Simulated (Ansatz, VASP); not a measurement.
## AlCu in VASP and in Ansatz

```
Al Cu
1.0
    -2.95600    2.95600    2.95600
     2.95600   -2.95600    2.95600
     2.95600    2.95600   -2.95600
Al Cu
4 4
Direct
  0.50000 0.50000 0.00000
  0.00000 0.00000 0.00000
  0.00000 0.50000 0.50000
  0.50000 0.00000 0.50000
  0.50000 0.50000 0.50000
  0.00000 0.00000 0.50000
  0.00000 0.50000 0.00000
  0.50000 0.00000 0.00000
```

Alike in both runs: task single point; functional PBEsol; k mesh 14 × 14 × 14; occupations gaussian, width 0.15 eV; no spin polarisation.

|  | VASP | Ansatz |
| --- | --- | --- |
| version | VASP 6.6.1 | Ansatz 0.2.0 |
| potentials or method | VASP PAW PBE potentials, release 64 (Al, Cu), cutoff 520 eV | scalar-relativistic, plane waves, PAW |
| valence electrons in the cell | 56 | 88 |

```csv
,VASP,Ansatz,Ansatz less VASP
gap on the k mesh at the Fermi level (eV),none,none,-
pressure (GPa),0.4,0.0,-0.41
```

VASP's potentials were made for PBE, not for PBEsol. A gap of «none» marks a metal or a gap that the smearing closes. With one functional, cell and mesh, what is left measures potentials, basis and numerics. VASP's potentials hold 56 valence electrons a cell and Ansatz's 88, so a difference there can come from the potentials and not from the codes.
